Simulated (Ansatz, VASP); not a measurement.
# Two plane-wave programs on Al

```xyz
2
Lattice="2.8125 0.0000 0.0000 -1.4062 2.4357 0.0000 0.0000 0.0000 4.8669" Properties=species:S:1:pos:R:3 pbc="T T T"
Al    1.1941    0.5998    3.3501
Al    0.0000    1.6238    1.2167
```

Alike in both runs: task single point; functional PBEsol; k mesh 18 × 18 × 10; occupations gaussian, width 0.15 eV; no spin polarisation.

|  | VASP | Ansatz |
| --- | --- | --- |
| version | VASP 6.6.1 | Ansatz 0.2.0 |
| potentials or method | VASP PAW PBE potentials, release 64 (Al), cutoff 520 eV | scalar-relativistic, plane waves, PAW |
| valence electrons in the cell | 6 | 6 |

Ansatz gave:

| Item | Value |
| --- | --- |
| gap on the k mesh at the Fermi level (eV) | none |
| pressure (GPa) | 2.2 |
| traceless stress, the component that is largest in VASP (GPa) | 1.99 |
| rms of the force components (eV/Å) | 0.839 |

Which values does VASP return?

gap on the k mesh at the Fermi level (eV): none; pressure (GPa): 2.3; traceless stress, the component that is largest in VASP (GPa): 2.00; rms of the force components (eV/Å): 0.844.

VASP's potentials were made for PBE, not for PBEsol. Atom by atom the forces differ by 0.005 eV/Å (rms over components). A gap of «none» marks a metal or a gap that the smearing closes.
